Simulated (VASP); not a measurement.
Write the native input for VASP 6.6.1 that does the following.

```
Task                   : single point
Functional             : PBE
Potentials or basis    : VASP PAW PBE potentials, release 64 (Ni)
Cutoff                 : 600 eV
k mesh                 : 22 × 22 × 22
Occupations            : fermi-dirac, width 0.1 eV
Spin                   : no spin polarisation
Dipole correction      : no
Further INCAR settings : ALGO = Normal; EDIFF = 1e-06; NBANDS = 11
```

The structure of Ni lies in POSCAR:

```
Ni
1.0
    2.3265230022      0.0000000000      0.0000000000
    0.0000000000      2.3265230022      0.0000000000
    0.0000000000      0.0000000000      2.3265230022
Ni
1
Direct
    0.0000000000      0.0000000000      0.0000000000
```

These files were run (other wordings do the same):

INCAR

```
PREC = Accurate ; ENCUT = 600
EDIFF = 1E-6 ; ISMEAR = -1
SIGMA = 0.1 ; LREAL = F
LASPH = T ; NELM = 120
ALGO = Normal ; ISIF = 2
LWAVE = F ; LCHARG = F
GGA = PE ; NBANDS = 11
GGA_COMPAT = F
```

KPOINTS

```
Automatic mesh
0
Gamma
  22 22 22
```

Potentials or basis: VASP PAW PBE potentials, release 64 (Ni).

The run is started by

```sh
$ cat potpaw_PBE.64/Ni/POTCAR > POTCAR
$ mpirun -np 1 vasp_std > vasp.out
```

Results of the run:

```json
{"Pressure": "-0.1 GPa", "Band gap on the k mesh": "zero (band 5 reaches 8.21 eV, above the bottom of band 6 at 6.96 eV)"}
```

Caveat: the run has no spin polarisation, though such a crystal can be magnetic.

Run time: 35 s on 1 thread of Intel(R) Xeon(R) Platinum 8259CL CPU @ 2.50GHz (Skylake/Cascade Lake), with other jobs on the host, peak memory 0.17 GiB.
